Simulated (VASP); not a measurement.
A run of VASP 6.6.1:

INCAR

```
SYSTEM = Au
PREC = Accurate
ENCUT = 500
EDIFF = 1E-6
ISMEAR = -1
SIGMA = 0.05
LREAL = .False.
LASPH = .True.
NELM = 120
ALGO = Normal
ISIF = 2
LWAVE = .False.
LCHARG = .False.
NBANDS = 16
GGA_COMPAT = .False.
```

Contents of KPOINTS:

```
Automatic mesh
0
Gamma
  11 11 11
  0 0 0
```

POSCAR

```
Au
1.0
    0.0000000000      2.0749120936      2.0749120936
    2.0749120936      0.0000000000      2.0749120936
    2.0749120936      2.0749120936      0.0000000000
Au
1
Direct
    0.0000000000      0.0000000000      0.0000000000
```

Potentials or basis: VASP PAW LDA potentials, release 64 (Au_sv_GW).

Launch:

```console
$ cat potpaw_LDA.64/Au_sv_GW/POTCAR > POTCAR
$ mpirun -np 1 vasp_std > vasp.out
```

Hardware: 1 thread of AMD EPYC 9R45 96-Core Processor (Zen 5), on a shared host.

Question: How long does it take, and how much memory?

Answer: Run time: 13 s on 1 thread of AMD EPYC 9R45 96-Core Processor (Zen 5) (shared host), peak memory 0.11 GiB. Counts: scf iterations 11, k points 56.
